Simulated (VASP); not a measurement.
Crystal: GaAs (qlda).

```xyz
2
Lattice="0.0000 2.8751 2.8751 2.8751 0.0000 2.8751 2.8751 2.8751 0.0000" Properties=species:S:1:pos:R:3 pbc="T T T"
Ga    0.0000    0.0000    0.0000
As    4.3126    4.3126    4.3126
```

* Program: VASP 6.6.1
* Task: relaxation of cell and atoms
* Functional: LDA
* Potentials or basis: VASP PAW LDA potentials, release 64 (Ga_d, As)
* Cutoff: 600 eV
* k mesh: 10 × 10 × 10
* Occupations: gaussian, width 0.1 eV
* Spin: no spin polarisation

At the start: pressure -4.6 GPa; volume 23.77 Å³/atom.

Problem. Where does the relaxation end?

Solution. Over 20 steps the energy falls by 26.0 meV/atom and the volume is 22.09 Å³/atom (-7.1 %); space group F-43m (No. 216, to 0.05 Å).

The path:
| step | energy change (eV) | largest force (eV/Å) | pressure (GPa) | volume (Å³) |
| --- | --- | --- | --- | --- |
| 1 | 0.0000 | 0.0000 | -4.59 | 47.53 |
| 2 | -0.0447 | 0.0000 | 2.09 | 43.00 |
| 3 | -0.0520 | 0.0000 | 0.03 | 44.15 |
| 4 | -0.0520 | 0.0000 | -0.15 | 44.21 |
| 5 | -0.0520 | 0.0000 | -0.06 | 44.21 |
| 6 | -0.0520 | 0.0000 | -0.10 | 44.21 |
| 7 | -0.0520 | 0.0000 | -0.09 | 44.21 |
| 8 | -0.0520 | 0.0000 | -0.09 | 44.21 |
| 9 | -0.0520 | 0.0000 | -0.09 | 44.21 |
| 10 | -0.0520 | 0.0000 | -0.10 | 44.20 |
| 11 | -0.0520 | 0.0000 | -0.03 | 44.20 |
| 12 | -0.0520 | 0.0000 | -0.08 | 44.20 |
| 13 | -0.0520 | 0.0000 | -0.02 | 44.19 |
| 14 | -0.0520 | 0.0000 | -0.07 | 44.19 |
| 15 | -0.0520 | 0.0000 | -0.07 | 44.19 |
| 16 | -0.0520 | 0.0000 | 0.02 | 44.18 |
| 17 | -0.0520 | 0.0000 | -0.03 | 44.18 |
| 18 | -0.0520 | 0.0000 | -0.06 | 44.18 |
| 19 | -0.0520 | 0.0000 | -0.05 | 44.18 |
| 20 | -0.0520 | 0.0000 | 0.01 | 44.17 |

Final structure:
```
CELL_PARAMETERS angstrom
0.00000 2.80573 2.80573
2.80573 0.00000 2.80573
2.80573 2.80573 0.00000
ATOMIC_POSITIONS crystal
Ga 0.00000 0.00000 0.00000
As 0.75000 0.75000 0.75000
```
